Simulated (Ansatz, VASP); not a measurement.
**Two plane-wave programs on CsI**

```xyz
2
Lattice="4.5667 0.0000 0.0000 0.0000 4.5667 0.0000 0.0000 0.0000 4.4754" Properties=species:S:1:pos:R:3 pbc="T T T"
Cs    0.0000    0.0000    0.0000
I     2.2833    2.2833    2.2377
```

Change from the starting cell: zz strain of -2 %, PAW files.

Alike in both runs: task electric field gradients; functional LDA; k mesh 7 × 7 × 7; occupations fermi-dirac, width 0.01 eV; no spin polarisation.

|  | VASP | Ansatz |
| --- | --- | --- |
| version | VASP 6.6.1 | Ansatz 0.2.0 |
| potentials or method | VASP PAW LDA potentials, release 64 (Cs_sv, I) | PAW with Ansatz's default frozen-core files, scalar-relativistic |
| plane-wave cutoff (eV) | 400 | 420 |
| valence electrons in the cell | 16 | 26 |

|  | VASP | Ansatz | Ansatz less VASP |
| --- | --- | --- | --- |
| gap on the k mesh at the Fermi level (eV) | 3.56 | 3.55 | -0.007 |
| pressure (GPa) | -1.2 | -1.2 | -0.05 |
| traceless stress, the component that is largest in VASP (GPa) | 0.24 | 0.24 | 0.000 |
| size of Vzz on the site where it differs most (V/Å²) | 7.7 | 8.0 | +0.29 |

LDA's correlation is that of Perdew and Zunger in VASP and of Perdew and Wang (1992) in Ansatz. VASP's potentials hold 16 valence electrons a cell and Ansatz's 26, so a difference there can come from the potentials and not from the codes.

Spin-orbit coupling is off throughout.
